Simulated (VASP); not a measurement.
# AlN (Cm) in VASP: notebook

The runs below take AlN through single point, with PBE.

All numbers are computed with VASP 6.6.1; they aren't measurements. Logs are shortened: lines on timing, memory, paths and dates and some standing lists are left out, and cuts for length are marked.

### 1 The cell of the first run

It takes space group Cm (No. 8, monoclinic). The conventional cell has a = 5.392 Å, b = 3.113 Å, c = 3.113 Å, α = 90.00°, β = 125.26°, γ = 90.00°. Al (site symmetry m) has 4 N at 1.74 to 2.08 Å within 2.3 Å. Within 2.3 Å of N (site symmetry m) lie 4 Al at 1.74 to 2.08 Å.

### 2 Single point, PBE (atoms displaced along a vibrational mode)

Contents of INCAR:

```
PREC     = Accurate       # precision mode
ENCUT    = 520            # plane-wave cutoff, eV
EDIFF    = 1E-7           # SCF threshold, eV
ISMEAR   = 0              # smearing method
SIGMA    = 0.05           # smearing width, eV
LREAL    = F              # projectors in reciprocal space
LASPH    = T              # aspherical terms in the spheres
NELM     = 100            # most SCF steps
ALGO     = Normal         # electronic algorithm
ISIF     = 2              # what is computed and relaxed
LWAVE    = F              # write WAVECAR
LCHARG   = F              # write CHGCAR
GGA      = PE             # functional
NBANDS   = 11             # bands
```

Contents of KPOINTS:

```
Automatic mesh
0
Gamma
  10 10 10
```

Contents of POSCAR:

```
AlN
1.0
    0.0000000000      2.2012588983      2.2012588983
    2.2012588983      0.0000000000      2.2012588983
    2.2012588983      2.2012588983      0.0000000000
Al N
1 1
Direct
    0.0000000000      0.0228759442      0.0000000000
    0.7500000000      0.7059343065      0.7500000000
```

Potentials or basis: VASP PAW PBE potentials, release 64 (Al, N).

On the command line:

```bash
$ cat potpaw_PBE.64/Al/POTCAR potpaw_PBE.64/N/POTCAR > POTCAR
$ mpirun -np 1 vasp_std > vasp.out
```

OUTCAR:

```text
PREC = Accurate
   ENCUT = 520
   EDIFF = 1E-7
   ISMEAR = 0
   LREAL = F
   LASPH = T
   NELM = 100
   ISIF = 2
   GGA = PE

 ion  position               nearest neighbor table
   1  0.000  0.023  0.000-   2 1.74   2 1.92   2 1.92   2 2.08
   2  0.750  0.706  0.750-   1 1.74   1 1.92   1 1.92   1 2.08

  LATTYP: Found a face centered cubic cell.
 ALAT       =     4.4025177966

  Lattice vectors:

 A1 = (   0.0000000000,   2.2012588983,   2.2012588983)
 A2 = (   2.2012588983,   0.0000000000,   2.2012588983)
 A3 = (   2.2012588983,   2.2012588983,   0.0000000000)

Analysis of symmetry for initial positions (statically):
=====================================================================
 Subroutine PRICEL returns:
 Original cell was already a primitive cell.

 Routine SETGRP: Setting up the symmetry group for a
 face centered cubic supercell.

 Subroutine GETGRP returns: Found  2 space group operations
 (whereof  2 operations were pure point group operations)
 out of a pool of 48 trial point group operations.

The static configuration has the point symmetry C_1h.

Analysis of symmetry for dynamics (positions and initial velocities):
=====================================================================
 Subroutine PRICEL returns:
 Original cell was already a primitive cell.

 Routine SETGRP: Setting up the symmetry group for a
 face centered cubic supercell.

 Subroutine GETGRP returns: Found  2 space group operations
 (whereof  2 operations were pure point group operations)
 out of a pool of 48 trial point group operations.

The dynamic configuration has the point symmetry C_1h.

 Subroutine INISYM returns: Found  2 space group operations
 (whereof  2 operations are pure point group operations),
 and found     1 'primitive' translations

----------------------------------------------------------------------------------------

                                     Primitive cell

  volume of cell :      21.3326

  direct lattice vectors                    reciprocal lattice vectors
     0.000000000  2.201258898  2.201258898    -0.227142750  0.227142750  0.227142750
     2.201258898  0.000000000  2.201258898     0.227142750 -0.227142750  0.227142750
     2.201258898  2.201258898  0.000000000     0.227142750  0.227142750 -0.227142750

  length of vectors
     3.113050188  3.113050188  3.113050188     0.393422784  0.393422784  0.393422784

  position of ions in fractional coordinates (direct lattice)
     0.000000000  0.022875944  0.000000000
     0.750000000  0.705934306  0.750000000

[... 79 lines left out ...]
   NSW    =      0    number of steps for IOM
   IBRION =     -1    ionic relax: 0-MD 1-quasi-New 2-CG
   NFREE  =      0    steps in history (QN), initial steepest desc. (CG)
   ISIF   =      2    stress and relaxation
   ISYM   =      2    0-nonsym 1-usesym 2-fastsym
   POTIM  = 0.5000    time-step for ionic-motion
   TEBEG  =    0.0;   TEEND  =   0.0 temperature during run
   PSTRESS=    0.0 pullay stress
   NELECT =       8.0000    total number of electrons
   NUPDOWN=      -1.0000    fix difference up-down
   EMIN   =  10.00;   EMAX   =-10.00  energy-range for DOS
   EFERMI =   0.00;   METHOD = LEGACY
   ISMEAR =     0;   SIGMA  =   0.05  broadening in eV -4-tet -1-fermi 0-gaus
   EFERMI_NEDOS =   21; number of points for ismear=-14 and -15
   IALGO  =     38    algorithm
   IMIX   =      4    mixing-type and parameters
     AMIX     =   0.40;   BMIX     =  1.00
     AMIX_MAG =   1.60;   BMIX_MAG =  1.00
  volume/ion in A,a.u.               =      10.67        71.98
  Fermi-wavevector in a.u.,A,eV,Ry     =   1.180566  2.230947 18.962939  1.393737
  Thomas-Fermi vector in A             =   2.316856
   LORBIT       =      0    0 simple, 1 ext, 2 COOP (PROOUT), +10 PAW based schemes
   GGA     = PE    functional components
   LHFCALC =     F    Hartree Fock is set to
   AEXX    =    0.0000 exact exchange contribution
   IVDW    =     0    specifies the selected vdW correction
   LEPSILON=     F    determine dielectric tensor
   LRPA    =     F    only Hartree local field effects (RPA)
 non-spin polarized calculation
 Gauss-broadening in eV      SIGMA  =   0.05
  energy-cutoff  :      520.00
  volume of cell :       21.33
 maximum number of plane-waves:       589
   NGX = 11   NGY = 11   NGZ = 11

 number of electron       8.0000001 magnetization

 Free energy of the ion-electron system (eV)
  ---------------------------------------------------
  ext. energy  EPLUGINS =         0.00000000
  ---------------------------------------------------
  free energy    TOTEN  =       -14.53836468 eV

  energy without entropy =      -14.53836468  energy(sigma->0) =      -14.53836468

 E-fermi :   6.5219     XC(G=0): -10.8268

 val. band max:        6.2371993139   @ k =   0.0000   0.0000   0.0000
 cond. band min:       9.0100043754   @ k =   0.5000   0.0000   0.5000
 fundamental gap:      2.7728050614
 Fermi energy:         6.5218797562

 k-point     1 :       0.0000    0.0000    0.0000
  band No.  band energies     occupation
      1      -9.1137      2.00000
      2       5.1885      2.00000
      3       5.7368      2.00000
      4       6.2372      2.00000
      5       9.6436      0.00000
      6      18.0422      0.00000
      7      18.0505      0.00000
      8      18.2107      0.00000
      9      23.0255      0.00000
     10      23.1074      0.00000
     11      23.9710      0.00000
[... 309 lines left out ...]
 k-point    24 :       0.2000    0.2000    0.1000
  band No.  band energies     occupation
      1      -8.6136      2.00000
      2       3.9204      2.00000
      3       4.9898      2.00000
      4       5.4908      2.00000
      5      11.4984      0.00000
      6      16.7978      0.00000
      7      17.7348      0.00000
      8      18.5703      0.00000
      9      19.9203      0.00000
     10      23.4385      0.00000
     11      24.1441      0.00000

 [... further k-points ...]
[... 5 lines left out ...]
  --------------------------------------------------------------------------------------
  -------------------------------------------------------------------------------------
  Total        0.4718242      1.0502040      0.4718242     -1.3579335     -1.3579335      0.7723490
  in kB       35.4362202     78.8752737     35.4362202   -101.9872084   -101.9872092     58.0070518
  external PRESSURE =      49.9159047 kB  Pullay stress =       0.0000000 kB

 VOLUME and BASIS-vectors are now :
 -----------------------------------------------------------------------------
  energy-cutoff  :      520.00
  volume of cell :       21.33
      direct lattice vectors                 reciprocal lattice vectors
     0.000000000  2.201258898  2.201258898    -0.227142750  0.227142750  0.227142750
     2.201258898  0.000000000  2.201258898     0.227142750 -0.227142750  0.227142750
     2.201258898  2.201258898  0.000000000     0.227142750  0.227142750 -0.227142750

 POSITION                                       TOTAL-FORCE (eV/Angst)
 -----------------------------------------------------------------------------------
      0.05036      0.00000      0.05036        -2.174232      1.285536     -2.174232
      3.20489      3.30189      3.20489         2.174232     -1.285536      2.174232
 -----------------------------------------------------------------------------------
    total drift:                               -0.000032      0.000011     -0.000032

  FREE ENERGIE OF THE ION-ELECTRON SYSTEM (eV)
  ---------------------------------------------------
  free  energy   TOTEN  =       -14.5383646783 eV

  energy  without entropy=      -14.5383646783  energy(sigma->0) =      -14.53836468
```

Wall time 80 s (1 thread of AMD EPYC 7R13, shared host); peak memory 0.15 GiB.

What came out:

```yaml
Free_energy: -14.5384 eV
Pressure: 5.0 GPa
Largest_force: 3.333 eV/Å
Band_gap_on_the_k_mesh: 2.77 eV (least direct gap 3.41 eV)
```

Forces on the atoms (eV/Å):
```
Al  -2.174  1.286 -2.174
N    2.174 -1.286  2.174
```

Stress tensor (GPa, compression positive):
```
  3.54 -10.20   5.80
-10.20   7.89 -10.20
  5.80 -10.20   3.54
```

Levels at points of the mesh, in eV from the valence-band top:
```csv
k point,band 2,band 3,band 4,band 5,band 6,band 7
"(0.00, 0.00, 0.00)",-1.05,-0.50,0.00,3.41,11.81,11.81
"(0.50, 0.00, 0.00)",-6.25,-1.35,-0.59,6.51,9.08,10.26
"(0.00, 0.50, 0.00)",-6.46,-0.95,-0.55,6.46,8.91,10.49
"(0.50, 0.50, 0.50)",-6.00,-1.44,-0.97,6.73,9.25,10.21
"(0.50, 0.50, 0.00)",-5.33,-2.49,-1.98,2.81,7.86,12.89
"(0.50, 0.00, 0.50)",-5.36,-2.22,-2.14,2.77,7.73,12.89
```

Caveat: the cell differs from its parent crystal (atoms displaced along a vibrational mode); the cell stands under pressure; forces of over 1 eV/Å act on the atoms, so gaps and moduli don't describe the material at rest.

### 3 Single point, PBE (atoms displaced along a vibrational mode)

Contents of INCAR:

```
PREC = Accurate ; ENCUT = 520
EDIFF = 1E-7 ; ISMEAR = 0
SIGMA = 0.05 ; LREAL = False
LASPH = True ; NELM = 60
ALGO = Normal ; ISIF = 2
LWAVE = False ; LCHARG = True
GGA = PE ; LELF = True
LVHAR = True ; NBANDS = 11
```

Contents of KPOINTS:

```
regular mesh
0
Gamma
  10 10 10
```

Contents of POSCAR:

```
AlN
1.0
    0.0000000000      2.2012588983      2.2012588983
    2.2012588983      0.0000000000      2.2012588983
    2.2012588983      2.2012588983      0.0000000000
Al N
1 1
Direct
    0.0000000000      0.0171687499      0.0000000000
    0.7500000000      0.7169280156      0.7500000000
```

Potentials or basis: VASP PAW PBE potentials, release 64 (Al, N).

On the command line:

```bash
$ cat potpaw_PBE.64/Al/POTCAR potpaw_PBE.64/N/POTCAR > POTCAR
$ mpirun -np 1 vasp_std > vasp.out
```

OUTCAR:

```text
PREC = Accurate
   ENCUT = 520
   EDIFF = 1E-7
   ISMEAR = 0
   LREAL = False
   LASPH = True
   NELM = 60
   ISIF = 2
   GGA = PE

 ion  position               nearest neighbor table
   1  0.000  0.017  0.000-   2 1.78   2 1.91   2 1.91   2 2.04
   2  0.750  0.717  0.750-   1 1.78   1 1.91   1 1.91   1 2.04

  LATTYP: Found a face centered cubic cell.
 ALAT       =     4.4025177966

  Lattice vectors:

 A1 = (   0.0000000000,   2.2012588983,   2.2012588983)
 A2 = (   2.2012588983,   0.0000000000,   2.2012588983)
[... 513 lines left out ...]
      7      17.7889      0.00000
      8      18.5455      0.00000
      9      19.8560      0.00000
     10      23.3775      0.00000
     11      24.2379      0.00000

 [... further k-points ...]
[... 5 lines left out ...]
  --------------------------------------------------------------------------------------
  -------------------------------------------------------------------------------------
  Total        0.2561662      0.5639555      0.2561662     -0.9624046     -0.9624046      0.4393239
  in kB       19.2392863     42.3557153     19.2392863    -72.2811258    -72.2811262     32.9952998
  external PRESSURE =      26.9447626 kB  Pullay stress =       0.0000000 kB

 VOLUME and BASIS-vectors are now :
 -----------------------------------------------------------------------------
  energy-cutoff  :      520.00
  volume of cell :       21.33
      direct lattice vectors                 reciprocal lattice vectors
     0.000000000  2.201258898  2.201258898    -0.227142750  0.227142750  0.227142750
     2.201258898  0.000000000  2.201258898     0.227142750 -0.227142750  0.227142750
     2.201258898  2.201258898  0.000000000     0.227142750  0.227142750 -0.227142750

 POSITION                                       TOTAL-FORCE (eV/Angst)
 -----------------------------------------------------------------------------------
      0.03779      0.00000      0.03779        -1.581723      0.713330     -1.581723
      3.22909      3.30189      3.22909         1.581723     -0.713330      1.581723
 -----------------------------------------------------------------------------------
    total drift:                               -0.000058      0.000007     -0.000058

  FREE ENERGIE OF THE ION-ELECTRON SYSTEM (eV)
  ---------------------------------------------------
  free  energy   TOTEN  =       -14.6761302734 eV

  energy  without entropy=      -14.6761302734  energy(sigma->0) =      -14.67613027
```

stdout:

```text
POSCAR found type information on POSCAR AlN
 POSCAR found :  2 types and       2 ions
 scaLAPACK will be used
 LDA part: xc-table for (Slater+PW92), standard interpolation
 POSCAR, INCAR and KPOINTS ok, starting setup
 FFT: planning ... GRIDC
 FFT: planning ... GRID_SOFT
 FFT: planning ... GRID
 WAVECAR not read
 entering main loop
```

It took 80 s on 1 thread of AMD EPYC 7R13, shared host; peak memory 0.15 GiB.

What came out:

```
Free energy            : -14.6761 eV
Pressure               : 2.7 GPa
Largest force          : 2.348 eV/Å
Band gap on the k mesh : 2.90 eV (least direct gap 3.55 eV)
```

Forces on the atoms (eV/Å):
```
Al  -1.582  0.713 -1.582
N    1.582 -0.713  1.582
```

Caveat: the cell differs from its parent crystal (atoms displaced along a vibrational mode); forces of over 1 eV/Å act on the atoms, so gaps and moduli don't describe the material at rest.
